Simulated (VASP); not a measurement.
Hf4N:

```
Hf N
1.0
     3.14000   -5.43500    0.00000
     3.14000    5.43500    0.00000
     0.00000    0.00000    4.95000
Hf N
8 2
Direct
  0.83333 0.16667 0.75000
  0.16667 0.83333 0.25000
  0.33333 0.66667 0.75000
  0.66667 0.33333 0.25000
  0.66667 0.83333 0.25000
  0.16667 0.33333 0.25000
  0.83333 0.66667 0.75000
  0.33333 0.16667 0.75000
  0.00000 0.00000 0.00000
  0.50000 0.50000 0.50000
```

This cell differs from its parent crystal: with an interstitial atom.

- Program: VASP 6.6.1
- Task: relaxation of cell and atoms
- Functional: PBE
- Potentials or basis: VASP PAW PBE potentials, release 64 (Hf_pv, N)
- Cutoff: 600 eV
- k mesh: 3 × 3 × 3
- Occupations: gaussian, width 0.2 eV
- Spin: no spin polarisation

At the start: pressure 14.8 GPa; volume 16.90 Å³/atom.

**Question.** How do energy, volume and symmetry change on relaxing?

**Answer.** Over 12 steps the energy falls by 77.4 meV/atom and the volume is 18.55 Å³/atom (+9.8 %); space group Cmce (No. 64, to 0.1 Å) before and after.

Step by step:
| step | energy change (eV) | largest force (eV/Å) | pressure (GPa) | volume (Å³) |
| --- | --- | --- | --- | --- |
| 1 | 0.0000 | 0.3933 | 14.85 | 168.95 |
| 2 | 0.7108 | 0.8386 | -15.55 | 210.20 |
| 3 | -0.6678 | 0.6044 | -0.73 | 184.71 |
| 4 | -0.6686 | 0.5983 | -0.30 | 184.19 |
| 5 | -0.7400 | 0.2558 | 0.00 | 184.69 |
| 6 | -0.7502 | 0.1981 | 0.24 | 184.97 |
| 7 | -0.7595 | 0.1567 | -0.29 | 185.75 |
| 8 | -0.7622 | 0.1196 | -0.75 | 186.44 |
| 9 | -0.7675 | 0.1029 | -0.27 | 185.95 |
| 10 | -0.7699 | 0.0921 | 0.22 | 185.42 |
| 11 | -0.7700 | 0.0909 | 0.35 | 185.29 |
| 12 | -0.7738 | 0.0553 | 0.20 | 185.48 |

Final structure:
```
Hf N
1.0
     3.21222   -5.64025    0.00000
     3.21222    5.64025    0.00000
     0.00000    0.00000    5.11885
Hf N
8 2
Direct
  0.83450 0.16550 0.75857
  0.16550 0.83450 0.24143
  0.33450 0.66550 0.74143
  0.66550 0.33450 0.25857
  0.67349 0.82651 0.25000
  0.17349 0.32651 0.25000
  0.82651 0.67349 0.75000
  0.32651 0.17349 0.75000
  0.00000 0.00000 0.00000
  0.50000 0.50000 0.50000
```

Caveat: the k points lie up to 0.41 Å⁻¹ apart in the final cell; the cell differs from its parent crystal (with an interstitial atom); the relaxation stopped at a loose force limit of 0.08 eV/Å, so its end isn't a converged minimum.
